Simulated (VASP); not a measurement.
Crystal: InSb (lda).

```
In Sb
1.0
     0.00000    3.31661    3.31661
     3.31661    0.00000    3.31661
     3.31661    3.31661    0.00000
In Sb
1 1
Direct
  0.00000 0.00000 0.00000
  0.75000 0.75000 0.75000
```

* Program: VASP 6.6.1
* Task: relaxation of cell and atoms
* Functional: LDA
* Potentials or basis: VASP PAW LDA potentials, release 64 (In_d, Sb)
* Cutoff: 500 eV
* k mesh: 12 × 12 × 12
* Occupations: gaussian, width 0.1 eV
* Spin: no spin polarisation

At the start: pressure -3.1 GPa; volume 36.48 Å³/atom.

Q: How do energy, volume and symmetry change on relaxing?

A: Over 3 steps the energy falls by 30.6 meV/atom and the volume is 33.60 Å³/atom (-7.9 %); space group F-43m (No. 216, to 0.05 Å).

Step by step:
| step | energy change (eV) | largest force (eV/Å) | pressure (GPa) | volume (Å³) |
| --- | --- | --- | --- | --- |
| 1 | 0.0000 | 0.0000 | -3.15 | 72.96 |
| 2 | -0.0558 | 0.0000 | 1.16 | 65.66 |
| 3 | -0.0612 | 0.0000 | -0.01 | 67.20 |

Final structure:
```xyz
2
Lattice="0.0000 3.2269 3.2269 3.2269 0.0000 3.2269 3.2269 3.2269 0.0000" Properties=species:S:1:pos:R:3 pbc="T T T"
In    0.0000    0.0000    0.0000
Sb    4.8404    4.8404    4.8404
```
